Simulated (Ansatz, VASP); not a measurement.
CaSe in VASP and in Ansatz

```xyz
4
Lattice="5.0286 0.0000 0.0000 -2.5143 4.3549 0.0000 0.0000 0.0000 5.8955" Properties=species:S:1:pos:R:3 pbc="T T T"
Ca    0.0000    2.9033   -0.3684
Ca    2.5143    1.4516    2.5794
Se    0.0000    2.9033    2.5792
Se    2.5143    1.4516    5.5269
```

Alike in both runs: task single point; functional PBE; k mesh 6 × 6 × 4; no spin polarisation.

|  | VASP | Ansatz |
| --- | --- | --- |
| version | VASP 6.6.1 | Ansatz 0.2.0 |
| potentials or method | VASP PAW PBE potentials, release 64 (Ca_sv, Se) | plane waves, PAW |
| plane-wave cutoff (eV) | 520 | 420 |
| occupations | gaussian, width 0.01 eV | fixed |
| valence electrons in the cell | 32 | 52 |

|  | VASP | Ansatz | Ansatz less VASP |
| --- | --- | --- | --- |
| gap on the k mesh at the Fermi level (eV) | 2.47 | 2.48 | +0.009 |
| pressure (GPa) | 0.1 | 0.0 | -0.12 |

VASP's potentials hold 32 valence electrons a cell and Ansatz's 52, so a difference there can come from the potentials and not from the codes.
